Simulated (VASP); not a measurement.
# BN (P6_3/mmc) in VASP: notebook

The runs below take BN through single point, with PBE, r2SCAN.

Program: VASP 6.6.1. These are calculated values, not measurements. Logs are shortened: lines on timing, memory, paths and dates and some standing lists are left out, and cuts for length are marked.

## (1) The cell of the first run

The structure is hexagonal, space group P6_3/mmc (No. 194). The conventional cell has a = 2.500 Å, b = 2.500 Å, c = 6.584 Å, α = 90.00°, β = 90.00°, γ = 120.00°. B (site symmetry -6m2) has 3 N at 1.44 Å within 1.9 Å. Within 1.9 Å of N (site symmetry -6m2) lie 3 B at 1.44 Å.

## (2) Single point, PBE

INCAR

```
SYSTEM = BN
PREC     = Accurate       ! precision mode
ENCUT    = 520            ! plane-wave cutoff, eV
EDIFF    = 1E-6           ! SCF threshold, eV
ISMEAR   = 0              ! smearing method
SIGMA    = 0.01           ! smearing width, eV
LREAL    = .FALSE.        ! projectors in reciprocal space
LASPH    = .TRUE.         ! aspherical terms in the spheres
NELM     = 80             ! most SCF steps
ALGO     = Normal         ! electronic algorithm
ISIF     = 2              ! what is computed and relaxed
LWAVE    = .FALSE.        ! write WAVECAR
LCHARG   = .TRUE.         ! write CHGCAR
GGA      = PE             ! functional
LELF     = .TRUE.         ! ELF
LVHAR    = .TRUE.       
NBANDS   = 16             ! bands
```

KPOINTS

```
regular mesh
0
G
  9 9 4
  0 0 0
```

POSCAR

```
BN
1.0
    2.4995763990      0.0000000000      0.0000000000
   -1.2497881995      2.1646966602      0.0000000000
    0.0000000000      0.0000000000      6.5842429432
B N
2 2
Direct
    0.0000000000      0.0000000000      0.7500000000
    0.0000000000      0.0000000000      0.2500000000
    0.6666666667      0.3333333333      0.2500000000
    0.3333333333      0.6666666667      0.7500000000
```

Potentials or basis: VASP PAW PBE potentials, release 64 (B, N).

On the command line:

```sh
cat potpaw_PBE.64/B/POTCAR potpaw_PBE.64/N/POTCAR > POTCAR
mpirun -np 1 vasp_std > vasp.out
```

OUTCAR:

```text
SYSTEM = BN
   PREC = Accurate
   ENCUT = 520
   EDIFF = 1E-6
   ISMEAR = 0
   LREAL = .FALSE.
   LASPH = .TRUE.
   NELM = 80
   ISIF = 2
   GGA = PE

 ion  position               nearest neighbor table
   1  0.000  0.000  0.750-   4 1.44   4 1.44   4 1.44
   2  0.000  0.000  0.250-   3 1.44   3 1.44   3 1.44
   3  0.667  0.333  0.250-   2 1.44   2 1.44   2 1.44
   4  0.333  0.667  0.750-   1 1.44   1 1.44   1 1.44

  LATTYP: Found a hexagonal cell.
 ALAT       =     2.4995763990
 C/A-ratio  =     2.6341435076

  Lattice vectors:

 A1 = (   2.4995763990,   0.0000000000,   0.0000000000)
 A2 = (  -1.2497881995,   2.1646966602,   0.0000000000)
 A3 = (   0.0000000000,   0.0000000000,   6.5842429432)

Analysis of symmetry for initial positions (statically):
=====================================================================
 Subroutine PRICEL returns:
 Original cell was already a primitive cell.

 Routine SETGRP: Setting up the symmetry group for a
 hexagonal supercell.

 Subroutine GETGRP returns: Found 24 space group operations
 (whereof 12 operations were pure point group operations)
 out of a pool of 24 trial point group operations.

The static configuration has the point symmetry D_3d.
 The point group associated with its full space group is D_6h.

Analysis of symmetry for dynamics (positions and initial velocities):
=====================================================================
 Subroutine PRICEL returns:
 Original cell was already a primitive cell.

 Routine SETGRP: Setting up the symmetry group for a
 hexagonal supercell.

 Subroutine GETGRP returns: Found 24 space group operations
 (whereof 12 operations were pure point group operations)
 out of a pool of 24 trial point group operations.

The dynamic configuration has the point symmetry D_3d.
 The point group associated with its full space group is D_6h.

 Subroutine INISYM returns: Found 24 space group operations
 (whereof 12 operations are pure point group operations),
 and found     1 'primitive' translations

----------------------------------------------------------------------------------------

                                     Primitive cell

  volume of cell :      35.6262

  direct lattice vectors                    reciprocal lattice vectors
     2.499576399  0.000000000  0.000000000     0.400067788  0.230979245  0.000000000
    -1.249788199  2.164696660  0.000000000     0.000000000  0.461958490  0.000000000
     0.000000000  0.000000000  6.584242943     0.000000000  0.000000000  0.151877749

  length of vectors
     2.499576399  2.499576399  6.584242943     0.461958490  0.461958490  0.151877749

  position of ions in fractional coordinates (direct lattice)
     0.000000000  0.000000000  0.750000000
     0.000000000  0.000000000  0.250000000
     0.666666667  0.333333333  0.250000000
     0.333333333  0.666666667  0.750000000

  ion indices of the primitive-cell ions
   primitive index   ion index
                 1           1
                 2           2
                 3           3
                 4           4

----------------------------------------------------------------------------------------

 KPOINTS: regular mesh

Automatic generation of k-mesh.
 Grid dimensions read from file:
 generate k-points for:    9    9    4

 Generating k-lattice:

  Cartesian coordinates                     Fractional coordinates (reciprocal lattice)
     0.044451976  0.025664361  0.000000000     0.111111111  0.000000000  0.000000000
     0.000000000  0.051328721  0.000000000     0.000000000  0.111111111  0.000000000
     0.000000000  0.000000000  0.037969437     0.000000000  0.000000000  0.250000000

  Length of vectors
     0.051328721  0.051328721  0.037969437

  Shift w.r.t. Gamma in fractional coordinates (k-lattice)
     0.000000000  0.000000000  0.000000000

 Subroutine IBZKPT returns following result:
 ===========================================

 Found     36 irreducible k-points:

 Following reciprocal coordinates:
            Coordinates               Weight
  0.000000  0.000000  0.000000      1.000000
  0.111111 -0.000000  0.000000      6.000000
  0.222222 -0.000000  0.000000      6.000000
  0.333333 -0.000000  0.000000      6.000000
  0.444444 -0.000000  0.000000      6.000000
  0.111111  0.111111  0.000000      6.000000
[... 16 lines left out ...]
  0.333333  0.222222  0.250000     24.000000
  0.333333  0.333333  0.250000      4.000000
 [... further k-points ...]
   k-points           NKPTS =     36   k-points in BZ     NKDIM =     36   number of bands    NBANDS=     16
   number of dos      NEDOS =    301   number of ions     NIONS =      4
   total plane-waves  NPLWV =  20000
   dimension x,y,z NGX =    20 NGY =   20 NGZ =   50
   dimension x,y,z NGXF=    40 NGYF=   40 NGZF=  100
   ions per type =               2   2
   NGX,Y,Z   is equivalent  to a cutoff of  13.30, 13.30, 12.62 a.u.
   NGXF,Y,Z  is equivalent  to a cutoff of  26.60, 26.60, 25.25 a.u.
 SYSTEM =  BN
[... 66 lines left out ...]
  band No.  band energies     occupation
      1     -15.4857      2.00000
      2     -15.1759      2.00000
      3      -3.9161      2.00000
      4      -1.7286      2.00000
      5       1.0407      2.00000
      6       1.0407      2.00000
[... 8 lines left out ...]
     15      14.8696      0.00000
     16      15.7882      0.00000

 k-point     2 :       0.1111   -0.0000    0.0000
  band No.  band energies     occupation
      1     -15.2434      2.00000
      2     -14.9425      2.00000
      3      -3.5815      2.00000
      4      -1.4340      2.00000
      5       0.0532      2.00000
      6       0.1072      2.00000
[... 8 lines left out ...]
     15      15.0662      0.00000
     16      15.7416      0.00000

 k-point     3 :       0.2222   -0.0000    0.0000
  band No.  band energies     occupation
      1     -14.5414      2.00000
      2     -14.2684      2.00000
      3      -2.5987      2.00000
      4      -2.1715      2.00000
      5      -2.0567      2.00000
      6      -0.5887      2.00000
[... 8 lines left out ...]
     15      17.5504      0.00000
     16      17.6673      0.00000

 k-point     4 :       0.3333   -0.0000    0.0000
  band No.  band energies     occupation
      1     -13.4879      2.00000
      2     -13.2677      2.00000
      3      -4.5997      2.00000
      4      -4.4303      2.00000
      5      -1.2435      2.00000
      6      -1.1793      2.00000
[... 8 lines left out ...]
     15      18.6124      0.00000
     16      20.5232      0.00000

 k-point     5 :       0.4444   -0.0000    0.0000
  band No.  band energies     occupation
      1     -12.4638      2.00000
      2     -12.3385      2.00000
      3      -6.3707      2.00000
      4      -6.1605      2.00000
      5      -1.7374      2.00000
      6      -1.6689      2.00000
[... 8 lines left out ...]
     15      17.4112      0.00000
     16      21.3718      0.00000

 k-point     6 :       0.1111    0.1111    0.0000
  band No.  band energies     occupation
      1     -14.7705      2.00000
      2     -14.4879      2.00000
      3      -2.9222      2.00000
      4      -1.3435      2.00000
      5      -1.3043      2.00000
      6      -0.8626      2.00000
[... 8 lines left out ...]
     15      16.1784      0.00000
     16      17.5515      0.00000
[... 267 lines left out ...]
 k-point    21 :       0.4444    0.1111    0.2500
  band No.  band energies     occupation
      1     -12.1406      2.00000
      2     -12.0821      2.00000
      3      -6.4722      2.00000
      4      -6.3297      2.00000
      5      -2.4736      2.00000
      6      -2.4013      2.00000
[... 8 lines left out ...]
     15      16.5986      0.00000
     16      18.8218      0.00000

 k-point    22 :       0.2222    0.2222    0.2500
  band No.  band energies     occupation
      1     -12.8909      2.00000
      2     -12.7585      2.00000
      3      -4.7163      2.00000
      4      -4.6925      2.00000
      5      -2.9285      2.00000
      6      -2.8524      2.00000
[... 8 lines left out ...]
     15      17.0501      0.00000
     16      17.3045      0.00000

 k-point    23 :       0.3333    0.2222    0.2500
  band No.  band energies     occupation
      1     -12.0082      2.00000
      2     -11.9423      2.00000
      3      -5.8483      2.00000
      4      -5.7567      2.00000
      5      -3.8114      2.00000
      6      -3.6946      2.00000
[... 8 lines left out ...]
     15      16.8397      0.00000
     16      17.8570      0.00000

 k-point    24 :       0.3333    0.3333    0.2500
  band No.  band energies     occupation
      1     -11.6398      2.00000
      2     -11.6398      2.00000
      3      -5.5672      2.00000
      4      -5.5672      2.00000
      5      -4.9099      2.00000
      6      -4.7015      2.00000
[... 8 lines left out ...]
     15      17.5285      0.00000
     16      18.0615      0.00000

 [... further k-points ...]

------------------------ aborting loop because EDIFF is reached ----------------------------------------

  FORCE on cell =-STRESS in cart. coord.  units (eV):
  Direction    XX          YY          ZZ          XY          YZ          ZX
  --------------------------------------------------------------------------------------
  -------------------------------------------------------------------------------------
  Total        1.1933683      1.1933683      0.7468153      0.0000000      0.0000000      0.0000000
  in kB       53.6680425     53.6680425     33.5857058      0.0000000      0.0000000      0.0000000
  external PRESSURE =      46.9739302 kB  Pullay stress =       0.0000000 kB

 VOLUME and BASIS-vectors are now :
 -----------------------------------------------------------------------------
  energy-cutoff  :      520.00
  volume of cell :       35.63
      direct lattice vectors                 reciprocal lattice vectors
     2.499576399  0.000000000  0.000000000     0.400067788  0.230979245  0.000000000
    -1.249788199  2.164696660  0.000000000     0.000000000  0.461958490  0.000000000
     0.000000000  0.000000000  6.584242943     0.000000000  0.000000000  0.151877749

 POSITION                                       TOTAL-FORCE (eV/Angst)
 -----------------------------------------------------------------------------------
      0.00000      0.00000      4.93818        -0.000000     -0.000000      0.000000
      0.00000      0.00000      1.64606        -0.000000      0.000000     -0.000000
      1.24979      0.72157      1.64606         0.000000      0.000000      0.000000
     -0.00000      1.44313      4.93818         0.000000     -0.000000     -0.000000
 -----------------------------------------------------------------------------------
    total drift:                                0.000000     -0.000000     -0.000000

  FREE ENERGIE OF THE ION-ELECTRON SYSTEM (eV)
  ---------------------------------------------------
  free  energy   TOTEN  =       -35.1358879558 eV

  energy  without entropy=      -35.1358879558  energy(sigma->0) =      -35.13588796
```

It took 8.9 s on 1 thread of Intel Xeon 6975P-C (Granite Rapids), shared host; peak memory 0.15 GiB.

What came out:

```
Free energy            : -35.1359 eV
Pressure               : 4.7 GPa
Band gap on the k mesh : 3.59 eV, indirect (least direct gap 3.62 eV)
```

Levels at points of the mesh, in eV from the valence-band top:
```csv
k point,band 6,band 7,band 8,band 9,band 10,band 11
"(0.00, 0.00, 0.00)",-1.32,-1.31,-1.31,5.26,10.30,11.64
"(0.00, 0.00, 0.50)",-1.32,-1.32,-1.32,7.66,7.66,11.65
```

Caveat: this functional lacks dispersion, which binds the layers, so the pressure and a relaxed spacing across them are unreliable.

## (3) Single point, PBE

INCAR

```
PREC = Accurate
ENCUT = 520
EDIFF = 1E-6
ISMEAR = 0
SIGMA = 0.01
LREAL = F
LASPH = T
NELM = 100
ALGO = Normal
ISIF = 2
LWAVE = F
LCHARG = F
GGA = PE
NBANDS = 16
```

KPOINTS

```
regular mesh
0
Gamma
  9 9 4
```

POSCAR is that of step 2.

Potentials or basis: VASP PAW PBE potentials, release 64 (B, N).

On the command line:

```sh
cat potpaw_PBE.64/B/POTCAR potpaw_PBE.64/N/POTCAR > POTCAR
mpirun -np 1 vasp_std > vasp.out
```

Wall time 8.4 s (1 thread of Intel Xeon 6975P-C (Granite Rapids), shared host); peak memory 0.15 GiB.

Results (log left out):

```
Free energy            : -35.1359 eV
Pressure               : 4.7 GPa
Band gap on the k mesh : 3.59 eV, indirect (least direct gap 3.62 eV)
```

Stress tensor (GPa, compression positive):
```
5.37 0.00 0.00
0.00 5.37 0.00
0.00 0.00 3.36
```

Levels at points of the mesh, in eV from the valence-band top:
```
           k point  band 6  band 7  band 8  band 9  band 10  band 11
(0.00, 0.00, 0.00)   -1.32   -1.31   -1.31    5.26    10.30    11.64
(0.00, 0.00, 0.50)   -1.32   -1.32   -1.32    7.66     7.66    11.65
```

Caveat: this functional lacks dispersion, which binds the layers, so the pressure and a relaxed spacing across them are unreliable. As with any semilocal functional, this PBE gap is likely too small.

## (4) Single point, PBE

INCAR

```
PREC     = Accurate       # precision mode
ENCUT    = 520            # plane-wave cutoff, eV
EDIFF    = 1E-6           # SCF threshold, eV
ISMEAR   = 0              # smearing method
SIGMA    = 0.01           # smearing width, eV
LREAL    = False          # projectors in reciprocal space
LASPH    = True           # aspherical terms in the spheres
NELM     = 100            # most SCF steps
ALGO     = Normal         # electronic algorithm
ISIF     = 2              # what is computed and relaxed
LWAVE    = False          # write WAVECAR
LCHARG   = False          # write CHGCAR
GGA      = PE             # functional
NBANDS   = 16             # bands
```

KPOINTS

```
Automatic mesh
0
Gamma
  12 12 4
```

POSCAR is that of step 3.

On the command line:

```sh
cat potpaw_PBE.64/B/POTCAR potpaw_PBE.64/N/POTCAR > POTCAR
mpirun -np 1 vasp_std > vasp.out
```

Run time: 13 s. Hardware: 1 thread of Intel Xeon 6975P-C (Granite Rapids), shared host; peak memory 0.16 GiB.

It converged, with:

| Item | Value |
| --- | --- |
| Free energy | -35.1359 eV |
| Pressure | 4.7 GPa |
| Band gap on the k mesh | 3.59 eV, indirect (least direct gap 3.62 eV) |

Stress tensor (GPa, compression positive):
```
5.37 0.00 0.00
0.00 5.37 0.00
0.00 0.00 3.36
```

Levels at points of the mesh, in eV from the valence-band top:
```
           k point  band 6  band 7  band 8  band 9  band 10  band 11
(0.00, 0.00, 0.00)   -1.32   -1.31   -1.31    5.26    10.30    11.64
(0.50, 0.00, 0.00)   -4.09   -1.03   -0.96    4.35     5.74     9.39
(0.00, 0.00, 0.50)   -1.32   -1.32   -1.32    7.66     7.66    11.65
(0.50, 0.00, 0.50)   -4.13   -0.92   -0.92    4.67     4.67    10.10
```

Caveat: this functional lacks dispersion, which binds the layers, so the pressure and a relaxed spacing across them are unreliable.

## (5) Single point, r2SCAN

POSCAR is that of step 4.

INCAR.step1

```
SYSTEM = BN
  PREC = Accurate
  ENCUT = 520
  ISMEAR = 0
  SIGMA = 0.01
  LREAL = .False.
  LASPH = .True.
  NELM = 80
  NBANDS = 16
  GGA = PE
  ALGO = Normal
  EDIFF = 1E-4
  LWAVE = .True.
  LCHARG = .False.
```

INCAR.step2

```
SYSTEM = BN
  PREC = Accurate
  ENCUT = 520
  EDIFF = 1E-6
  ISMEAR = 0
  SIGMA = 0.01
  LREAL = .False.
  LASPH = .True.
  NELM = 80
  ALGO = Normal
  ISIF = 2
  LWAVE = .False.
  LCHARG = .False.
  METAGGA = R2SCAN
  LMIXTAU = .True.
  NBANDS = 16
  ISTART = 1
```

KPOINTS

```
Automatic mesh
0
Gamma
  9 9 4
  0 0 0
```

On the command line:

```sh
cat potpaw_PBE.64/B/POTCAR potpaw_PBE.64/N/POTCAR > POTCAR
cp INCAR.step1 INCAR
mpirun -np 1 vasp_std > vasp.out
cp INCAR.step2 INCAR
mpirun -np 1 vasp_std > vasp.out
```

Wall time 33 s (1 thread of Intel Xeon 6975P-C (Granite Rapids), shared host); peak memory 0.15 GiB.

Results (log left out):

```
Free energy            : -38.5806 eV
Pressure               : 1.1 GPa
Band gap on the k mesh : 4.21 eV, indirect (least direct gap 4.24 eV)
```

Stress tensor (GPa, compression positive):
```
0.91 0.00 0.00
0.00 0.91 0.00
0.00 0.00 1.34
```

Levels at points of the mesh, in eV from the valence-band top:
| k point | band 6 | band 7 | band 8 | band 9 | band 10 | band 11 |
| --- | --- | --- | --- | --- | --- | --- |
| (0.00, 0.00, 0.00) | -1.34 | -1.34 | -1.34 | 5.67 | 11.11 | 12.39 |
| (0.00, 0.00, 0.50) | -1.34 | -1.34 | -1.34 | 8.20 | 8.20 | 12.40 |

Caveat: the PAW data sets were made with another functional, which shifts forces and pressure a little. r2SCAN opens gaps a little over a GGA but as a rule still falls short of measured ones.

## (6) The runs side by side

| level | k mesh | gap on the mesh (eV) | pressure (GPa) |
| --- | --- | --- | --- |
| PBE | 9 × 9 × 4 | 3.59 | 4.7 |
| PBE | 12 × 12 × 4 | 3.59 | 4.7 |
| r2SCAN | 9 × 9 × 4 | 4.21 | 1.1 |

Alike in all rows: task single point; potentials or basis VASP PAW PBE potentials, release 64 (B, N); no spin polarisation; cell as given; cutoff (eV) 520; smearing gaussian 0.01 eV.

On the cell as given the gap runs from 3.59 eV (PBE) to 4.21 eV (r2SCAN); the meshes differ, which moves gaps too. The pressure there spans 1.1 GPa (r2SCAN) to 4.7 GPa (PBE); a positive pressure means that this level wants a larger cell, a negative one a smaller.

Caveats: this functional lacks dispersion, which binds the layers, so the pressure and a relaxed spacing across them are unreliable (some runs); the PAW data sets were made with another functional, which shifts forces and pressure a little (some runs).

Total energies depend on the potentials used, so only differences within one code and one set of settings carry meaning.
